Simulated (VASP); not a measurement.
# Rh (P6/mmm) in VASP: a series of runs, part 2 of 2

VASP 6.6.1. Earlier steps stand in the parts before.

## (6) Relaxation of cell and atoms, PBEsol

INCAR

```
PREC = Accurate
ENCUT = 500
EDIFF = 1E-7
ISMEAR = 0
SIGMA = 0.1
LREAL = F
LASPH = T
NELM = 120
ALGO = Normal
ISIF = 3
LWAVE = F
LCHARG = F
GGA = PS
IBRION = 2
NSW = 100
EDIFFG = -0.01
GGA_COMPAT = F
NELMIN = 4
```

KPOINTS

```
regular mesh
0
Gamma
  12 12 18
```

POSCAR

```
Rh
1.0
    4.2649934834      0.0000000000      0.0000000000
   -2.1324967417      3.6935927036      0.0000000000
    0.0000000000      0.0000000000      2.6449645890
Rh
3
Direct
    0.0000000000      0.0000000000      0.0000000000
    0.3333333333      0.6666666667      0.5000000000
    0.6666666667      0.3333333333      0.5000000000
```

Potentials or basis: VASP PAW PBE potentials, release 64 (Rh_pv).

Launch:

```
> cat potpaw_PBE.64/Rh_pv/POTCAR > POTCAR
> mpirun -np 1 vasp_std > vasp.out
```

OUTCAR:

```text
PREC = Accurate
   ENCUT = 500
   EDIFF = 1E-7
   ISMEAR = 0
   LREAL = F
   LASPH = T
   NELM = 120
   ISIF = 3
   GGA = PS
   IBRION = 2
   NSW = 100
   EDIFFG = -0.01
   NELMIN = 4

 ion  position               nearest neighbor table
   1  0.000  0.000  0.000-   2 2.80   3 2.80   2 2.80   3 2.80   3 2.80   3 2.80   2 2.80   2 2.80
                             3 2.80   3 2.80   2 2.80   2 2.80
   2  0.333  0.667  0.500-   3 2.46   3 2.46   3 2.46   1 2.80   1 2.80   1 2.80   1 2.80   1 2.80
                             1 2.80
   3  0.667  0.333  0.500-   2 2.46   2 2.46   2 2.46   1 2.80   1 2.80   1 2.80   1 2.80   1 2.80
                             1 2.80

  LATTYP: Found a hexagonal cell.
 ALAT       =     4.2649934834
 C/A-ratio  =     0.6201567715

  Lattice vectors:

 A1 = (   4.2649934834,   0.0000000000,   0.0000000000)
 A2 = (  -2.1324967417,   3.6935927036,   0.0000000000)
 A3 = (   0.0000000000,   0.0000000000,   2.6449645890)

Analysis of symmetry for initial positions (statically):
=====================================================================
 Subroutine PRICEL returns:
 Original cell was already a primitive cell.

 Routine SETGRP: Setting up the symmetry group for a
 hexagonal supercell.

 Subroutine GETGRP returns: Found 24 space group operations
 (whereof 24 operations were pure point group operations)
 out of a pool of 24 trial point group operations.

The static configuration has the point symmetry D_6h.

Analysis of symmetry for dynamics (positions and initial velocities):
=====================================================================
 Subroutine PRICEL returns:
 Original cell was already a primitive cell.

 Routine SETGRP: Setting up the symmetry group for a
 hexagonal supercell.

 Subroutine GETGRP returns: Found 24 space group operations
[... 130 lines left out ...]
   GGA     = PS    functional components
   LHFCALC =     F    Hartree Fock is set to
   AEXX    =    0.0000 exact exchange contribution
   IVDW    =     0    specifies the selected vdW correction
   LEPSILON=     F    determine dielectric tensor
   LRPA    =     F    only Hartree local field effects (RPA)
 conjugate gradient relaxation of ions
 non-spin polarized calculation
 Gauss-broadening in eV      SIGMA  =   0.10
  energy-cutoff  :      500.00
  volume of cell :       41.67
 maximum number of plane-waves:      1083
 NGX is ok and might be reduce to    32
   NGX = 15   NGY = 15   NGZ =  9

--------------------------------------- Ionic step        1  -------------------------------------------

 number of electron      44.9999993 magnetization

 Free energy of the ion-electron system (eV)
  ---------------------------------------------------
  ext. energy  EPLUGINS =         0.00000000
  ---------------------------------------------------
  free energy    TOTEN  =       -23.67564219 eV

  energy without entropy =      -23.64521912  energy(sigma->0) =      -23.66043065

------------------------ aborting loop because EDIFF is reached ----------------------------------------

  FORCE on cell =-STRESS in cart. coord.  units (eV):
  Direction    XX          YY          ZZ          XY          YZ          ZX
  --------------------------------------------------------------------------------------
  -------------------------------------------------------------------------------------
  Total        0.3841780      0.3841780     -0.8961994      0.0000000      0.0000000      0.0000000
  in kB       14.7725636     14.7725636    -34.4610110      0.0000000      0.0000000      0.0000000
  external PRESSURE =      -1.6386279 kB  Pullay stress =       0.0000000 kB
[... 61 lines left out ...]
--------------------------------------- Ionic step        3  -------------------------------------------

 number of electron      44.9999997 magnetization

 Free energy of the ion-electron system (eV)
  ---------------------------------------------------
  ext. energy  EPLUGINS =         0.00000000
  ---------------------------------------------------
  free energy    TOTEN  =       -23.68139097 eV

  energy without entropy =      -23.65149870  energy(sigma->0) =      -23.66644484

 E-fermi :  11.6350     XC(G=0): -14.1436

 val. band max:       11.6341633880   @ k =   0.4167   0.0833   0.0556
 cond. band min:      11.6376280201   @ k =   0.2500   0.2500   0.1111
 fundamental gap:      0.0034646321
 Fermi energy:        11.6349549184

 k-point     1 :       0.0000    0.0000    0.0000
  band No.  band energies     occupation
      1     -35.4194      2.00000
      2     -35.4194      2.00000
      3     -35.0290      2.00000
      4     -35.0290      2.00000
      5     -34.7992      2.00000
      6     -34.6598      2.00000
[... 709 lines left out ...]
     26      14.0163      0.00000
     27      15.0731      0.00000

 [... further k-points ...]

------------------------ aborting loop because EDIFF is reached ----------------------------------------

  FORCE on cell =-STRESS in cart. coord.  units (eV):
  Direction    XX          YY          ZZ          XY          YZ          ZX
  --------------------------------------------------------------------------------------
  -------------------------------------------------------------------------------------
  Total       -0.0075830     -0.0075830     -0.0073277      0.0000000     -0.0000000      0.0000000
  in kB       -0.2919899     -0.2919899     -0.2821561      0.0000000     -0.0000000      0.0000000
  external PRESSURE =      -0.2887120 kB  Pullay stress =       0.0000000 kB
[... 18 lines left out ...]
  FREE ENERGIE OF THE ION-ELECTRON SYSTEM (eV)
  ---------------------------------------------------
  free  energy   TOTEN  =       -23.6813909714 eV

  energy  without entropy=      -23.6514987004  energy(sigma->0) =      -23.66644484

 reached required accuracy - stopping structural energy minimisation
```

OSZICAR:

```text
N       E                     dE             d eps       ncg     rms          rms(c)
DAV:   1     0.532157122673E+03    0.53216E+03   -0.27306E+04 10508   0.185E+03
DAV:   2    -0.835354348462E+01   -0.54051E+03   -0.53021E+03 10872   0.570E+02
DAV:   3    -0.252153287108E+02   -0.16862E+02   -0.16060E+02 10740   0.106E+02
DAV:   4    -0.254056476329E+02   -0.19032E+00   -0.18990E+00 10743   0.113E+01
[... 27 lines left out ...]
DAV:   5    -0.236813937488E+02   -0.20980E-04   -0.94165E-04 10460   0.269E-01    0.328E-02
DAV:   6    -0.236813910232E+02    0.27256E-05   -0.26950E-05 10693   0.482E-02    0.999E-03
DAV:   7    -0.236813908254E+02    0.19783E-06   -0.35827E-06 10901   0.149E-02    0.278E-03
DAV:   8    -0.236813909518E+02   -0.12644E-06   -0.26660E-07  7907   0.338E-03    0.121E-03
DAV:   9    -0.236813909714E+02   -0.19524E-07   -0.28505E-08  5226   0.160E-03
   3 F= -.23681391E+02 E0= -.23666445E+02  d E =-.574878E-02
```

CONTCAR:

```text
Rh
   1.00000000000000
     4.2819748977114198    0.0000000000000000    0.0000000000000000
    -2.1409874488557099    3.7082990397858846   -0.0000000000000000
     0.0000000000000000    0.0000000000000000    2.6203978510024601
  Rh
     3
Direct
     0.0000000000000000    0.0000000000000000    0.0000000000000000
     0.3333333332999970    0.6666666667000030    0.5000000000000000
     0.6666666667000030    0.3333333332999970    0.5000000000000000

  0.00000000E+00  0.00000000E+00  0.00000000E+00
  0.00000000E+00  0.00000000E+00  0.00000000E+00
  0.00000000E+00  0.00000000E+00  0.00000000E+00
```

Run time: 3.5 min. Hardware: 1 thread of Intel Xeon Platinum 8488C (Sapphire Rapids), shared host; peak memory 0.26 GiB.

What came out:

```
Free energy                           : -23.6814 eV
Relaxed volume                        : 13.87 Å³/atom
Relaxed cell                          : a = 4.282 Å, b = 4.282 Å, c = 2.620 Å, α = 90.00°, β = 90.00°, γ = 120.00°
Space group after relaxing (to 0.1 Å) : P6/mmm (No. 191)
Energy gained by relaxing             : 1.9 meV/atom
Ionic steps                           : 3
Pressure after relaxing               : 0.0 GPa
Band gap on the k mesh                : zero (an odd number of electrons rules out a gap without spin polarisation)
```

The path:
```tsv
step	energy change (eV)	largest force (eV/Å)	pressure (GPa)	volume (Å³)
1	0.0000	0.0000	-0.16	41.67
2	-0.0039	0.0000	0.11	41.58
3	-0.0057	0.0000	-0.03	41.61
```

Final structure:
```xyz
3
Lattice="4.2820 0.0000 0.0000 -2.1410 3.7083 0.0000 0.0000 0.0000 2.6204" Properties=species:S:1:pos:R:3 pbc="T T T"
Rh    0.0000    0.0000    0.0000
Rh    0.0000    2.4722    1.3102
Rh    2.1410    1.2361    1.3102
```

Caveat: the PAW data sets were made with another functional, which shifts forces and pressure a little.

## (7) Overview

| task | cell | k mesh | gap on the mesh (eV) | pressure (GPa) | relaxed volume (Å³/atom) |
| --- | --- | --- | --- | --- | --- |
| single point | a = 4.265, b = 4.265, c = 2.645 Å, angles 90.0, 90.0, 120.0°, 3 atoms | 6 × 6 × 6 | none | 0.0 | - |
| single point | a = 4.490, b = 4.490, c = 2.752 Å, angles 90.0, 90.0, 120.0°, 3 atoms | 6 × 6 × 6 | none | -27.3 | - |
| relaxation of cell and atoms | relaxed from a = 4.490, b = 4.490, c = 2.752 Å, angles 90.0, 90.0, 120.0°, 3 atoms | 6 × 6 × 6 | none | 0.0 | 13.89 |
| single point | a = 4.281, b = 4.281, c = 2.621 Å, angles 90.0, 90.0, 120.0°, 3 atoms | 12 × 12 × 18 | none | 0.0 | - |
| relaxation of cell and atoms | relaxed from a = 4.265, b = 4.265, c = 2.645 Å, angles 90.0, 90.0, 120.0°, 3 atoms | 12 × 12 × 18 | none | 0.0 | 13.87 |

Alike in all rows: level PBEsol; potentials or basis VASP PAW PBE potentials, release 64 (Rh_pv); no spin polarisation; cutoff (eV) 500; smearing gaussian 0.1 eV.

Caveats: some runs use coarse meshes; the PAW data sets were made with another functional, which shifts forces and pressure a little.

Absolute energies hang on the potentials; compare differences alone.
